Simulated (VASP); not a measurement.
Here is a VASP 6.6.1 calculation.

INCAR

```
SYSTEM = Si5Ni19
  PREC = Accurate
  ENCUT = 520
  EDIFF = 1E-6
  ISMEAR = -1
  SIGMA = 0.05
  LREAL = .False.
  LASPH = .True.
  NELM = 120
  ALGO = Normal
  ISIF = 2
  LWAVE = .False.
  LCHARG = .False.
  GGA = PE
  NBANDS = 123
  ISYM = 0
  GGA_COMPAT = .False.
```

Contents of KPOINTS:

```
Automatic mesh
0
Gamma
  1 1 1
  0.25 0.25 0.25
```

The input POSCAR:

```
Si5Ni19
1.0
    6.7405220000     -0.2054610000     -0.1773920000
   -0.2054610000      6.5498610000      0.0568880000
   -0.1773920000      0.0568880000      6.3235750000
Ni Si
19 5
Direct
    0.8381143427      0.9995012696      0.9287094960
    0.5873949840      0.0609500554      0.1193286779
    0.7082843321      0.2617080669      0.4151727347
    0.2437204536      0.5212632452      0.2711160119
    0.1297072384      0.5511911771      0.8678136755
    1.0096915449      0.1352665341      0.2827527403
    0.2055438768      0.8429048932      0.4995317784
    0.4807395335      0.1234207178      0.7023217388
    0.2814099598      0.8877145398      0.1334012123
    0.4460319777      0.7557900594      0.8324838592
    0.6228590324      0.6795721878      0.1936413669
    0.5304281729      0.4917536413      0.5858582895
    0.8552530657      0.3009220283      0.7674323780
    0.9383999520      0.5566746812      0.5018072111
    0.2463857317      0.2095177703      0.9777876930
    0.7914311672      0.6575151474      0.8298484379
    0.8375463619      0.9195284556      0.5545201709
    0.3489677267      0.1883351200      0.3495711009
    0.8821205229      0.4297074534      0.1297334065
    0.5497879472      0.4120170351      0.9680894365
    0.5238295492      0.8589711144      0.4661288943
    0.9668406410      0.7666411873      0.1977188712
    0.1126893343      0.9126092572      0.8000717428
    0.1817551437      0.3484036146      0.6048085021
```

Potentials or basis: VASP PAW PBE potentials, release 64 (Ni, Si).

Run with:

```sh
$ cat potpaw_PBE.64/Ni/POTCAR potpaw_PBE.64/Si/POTCAR > POTCAR
$ mpirun -np 1 vasp_std > vasp.out
```

Problem. Estimate the largest force.

Solution. 1.272 eV/Å.

Problem. Estimate the band gap on the k mesh.

Solution. 0.11 eV.

Problem. Estimate the pressure.

Solution. -1.3 GPa.

Stress tensor (GPa, compression positive):
```
-1.52 -0.23 -3.93
-0.23 -1.10  1.81
-3.93  1.81 -1.24
```

Caveat: the k points lie up to 0.99 Å⁻¹ apart. Spin polarisation is off, so any magnetic state and its effect on volume and gap are missing.
